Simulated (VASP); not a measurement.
Here is a VASP 6.6.1 calculation.

File INCAR:

```
ALGO = Normal ; EDIFF = 1E-7
EDIFFG = -0.001 ; ENCUT = 520
GGA = PE ; IBRION = 2
ISIF = 2 ; ISMEAR = 0
LASPH = T ; LCHARG = F
LREAL = F ; LWAVE = F
NELM = 100 ; NSW = 80
PREC = Accurate ; SIGMA = 0.01
```

KPOINTS

```
k-points
0
Gamma
  10 10 10
```

Contents of POSCAR:

```
LiH
1.0
    0.0000000000      2.0350000000      2.0350000000
    2.0350000000      0.0000000000      2.0350000000
    2.0350000000      2.0350000000      0.0000000000
Li H
1 1
Direct
    0.0000000000      0.0000000000      0.0000000000
    0.5000000000      0.5000000000      0.5000000000
```

Potentials or basis: VASP PAW PBE potentials, release 64 (Li_sv, H).

Run with:

```console
$ cat potpaw_PBE.64/Li_sv/POTCAR potpaw_PBE.64/H/POTCAR > POTCAR
$ mpirun -np 1 vasp_std > vasp.out
```

(1) Predict the band gap on the k mesh.

## Answers

(1) 3.01 eV.

Caveat: the relaxation stopped at its first step, so nothing moved.
